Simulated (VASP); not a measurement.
Here is a VASP 6.6.1 calculation.

INCAR

```
SYSTEM = CdSe
  PREC = Accurate
  ENCUT = 520
  EDIFF = 1E-7
  ISMEAR = 0
  SIGMA = 0.1
  LREAL = .FALSE.
  LASPH = .TRUE.
  NELM = 80
  ALGO = Normal
  ISIF = 2
  LWAVE = .FALSE.
  LCHARG = .TRUE.
  GGA = PE
  LELF = .TRUE.
  LVHAR = .TRUE.
  NBANDS = 16
```

Contents of KPOINTS:

```
regular mesh
0
G
  6 6 4
  0 0 0
```

File POSCAR:

```
CdSe
1.0
    3.7446761500      0.0000000000      0.0000000000
   -1.8723380700      3.2429846700      0.0000000000
    0.0000000000      0.0000000000      4.1757106300
Cd Se
1 1
Direct
    0.0000000000      0.0000000000      0.5000000000
    0.0000000000      0.0000000000      0.0000000000
```

Potentials or basis: VASP PAW PBE potentials, release 64 (Cd, Se).

Run with:

```sh
$ cat potpaw_PBE.64/Cd/POTCAR potpaw_PBE.64/Se/POTCAR > POTCAR
$ mpirun -np 1 vasp_std > vasp.out
```

Predict the pressure.

37.6 GPa.

Predict the band gap on the k mesh.

zero (bands 9 and 10 overlap by 1.29 eV).

Stress tensor (GPa, compression positive):
```
  6.15   0.00   0.00
  0.00   6.15   0.00
  0.00   0.00 100.48
```

Caveat: the k points lie up to 0.38 Å⁻¹ apart, too coarse for converged energies and pressures of a metal.
